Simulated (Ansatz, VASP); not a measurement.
One calculation of BP, two programs

INCAR

```
SYSTEM = BP
ALGO     = Normal         ! electronic algorithm
EDIFF    = 1E-6           ! SCF threshold, eV
ENCUT    = 520            ! plane-wave cutoff, eV
ISIF     = 2              ! what is computed and relaxed
ISMEAR   = 0              ! smearing method
LASPH    = .True.         ! aspherical terms in the spheres
LCHARG   = .True.         ! write CHGCAR
LELF     = .True.         ! ELF
LREAL    = .False.        ! projectors in reciprocal space
LVHAR    = .True.       
LWAVE    = .False.        ! write WAVECAR
NBANDS   = 11             ! bands
NELM     = 60             ! most SCF steps
PREC     = Accurate       ! precision mode
SIGMA    = 0.05           ! smearing width, eV
```

File KPOINTS:

```
k-points
0
Gamma
  8 8 8
  0 0 0
```

File POSCAR:

```
BP
1.0
    0.0000000000      2.2690012231      2.2690012231
    2.2690012231      0.0000000000      2.2690012231
    2.2690012231      2.2690012231      0.0000000000
B P
1 1
Direct
    0.0000000000      0.0000000000      0.0000000000
    0.7500000000      0.7500000000      0.7500000000
```

Input for Ansatz:

```yaml
crystal:
  lattice:
    - [0.0, 2.2690012231, 2.2690012231]
    - [2.2690012231, 0.0, 2.2690012231]
    - [2.2690012231, 2.2690012231, 0.0]
  atoms:
    - { symbol: B, position: [0.0, 0.0, 0.0] }
    - { symbol: P, position: [0.75, 0.75, 0.75] }
basis:
  ecutwfc: 420
  ecutrho_ratio: 4
kpoints:
  mp_grid: { grid: [8, 8, 8] }
hamiltonian:
  xc: lda
scf:
  occupations: { method: gaussian, width: 0.05 }
output:
  forces: true
  stress: true
  eigenvalues: true
```

Alike in both runs: task single point; functional LDA; k mesh 8 × 8 × 8; occupations gaussian, width 0.05 eV; no spin polarisation.

|  | VASP | Ansatz |
| --- | --- | --- |
| version | VASP 6.6.1 | Ansatz 0.2.0 |
| potentials or method | VASP PAW LDA potentials, release 64 (B, P), cutoff 520 eV | scalar-relativistic, plane waves, PAW |
| valence electrons in the cell | 8 | 8 |

```tsv
	VASP	Ansatz	Ansatz less VASP
gap on the k mesh at the Fermi level (eV)	1.22	1.22	-0.001
least direct gap on the mesh (eV)	3.38	3.38	-0.002
pressure (GPa)	-5.3	-5.2	+0.10
```

LDA's correlation is that of Perdew and Zunger in VASP and of Perdew and Wang (1992) in Ansatz.
